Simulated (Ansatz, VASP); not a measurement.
One calculation of SiC, two programs

```
Si C
1.0
     0.00000    2.17805    2.17805
     2.16716    0.00000    2.17805
     2.16716    2.17805    0.00000
Si C
1 1
Direct
  0.00000 0.00000 0.00000
  0.25000 0.25000 0.25000
```

Change from the starting cell: uniaxial_x strain -0.5%.

Alike in both runs: task single point; functional HSE06; k mesh 8 × 8 × 8; no spin polarisation.

|  | VASP | Ansatz |
| --- | --- | --- |
| version | VASP 6.6.1 | Ansatz 0.2.0 |
| potentials or method | VASP PAW PBE potentials, release 64 (Si, C) | plane waves, PAW |
| plane-wave cutoff (eV) | 520 | 420 |
| occupations | gaussian, width 0.01 eV | fixed |
| valence electrons in the cell | 8 | 8 |

VASP gave:

| Quantity | Value |
| --- | --- |
| gap on the k mesh at the Fermi level (eV) | 2.17 |
| pressure (GPa) | -0.4 |
| traceless stress, the component that is largest in VASP (GPa) | 0.92 |

Q: Estimate Ansatz's values.

A: gap on the k mesh at the Fermi level (eV): 2.17; pressure (GPa): 0.0; traceless stress, the component that is largest in VASP (GPa): 0.91.

Ansatz's warnings: stress exchange threshold loose, stress scf threshold loose.
